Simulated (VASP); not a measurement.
Runs of VASP 6.6.1 on RbCl. The structure is cubic, space group Fm-3m (No. 225). Conventional cell: a = 6.611 Å, b = 6.611 Å, c = 6.611 Å, α = 90.00°, β = 90.00°, γ = 90.00°. Within 4.3 Å of Rb (site symmetry m-3m) lie 6 Cl at 3.31 Å. Cl (site symmetry m-3m) has 6 Rb at 3.31 Å within 4.3 Å. 

```csv
level,screening parameter,share of exact exchange,gap on the mesh (eV),pressure (GPa)
HSE06,0.2079 1/Å,-,6.25,0.3
PBE-based global hybrid,-,0.75,(a),(b)
PBE-based screened hybrid,0.1 1/Å,0.75,10.03,-0.3
PBE-based global hybrid,-,1,13.37,-0.7
```

Alike in all rows: task single point; potentials or basis VASP PAW PBE potentials, release 64 (Rb_sv, Cl); no spin polarisation; cell as given; k mesh 4 × 4 × 4; cutoff (eV) 400; smearing gaussian 0.01 eV.

Question: Fill in the values left out.

Answer: (a) 11.22; (b) -0.4.

Caveats: the PAW data sets were made with another functional, which shifts forces and pressure a little.

A k mesh can miss the band edges, and the runs leave out spin-orbit coupling on Rb.
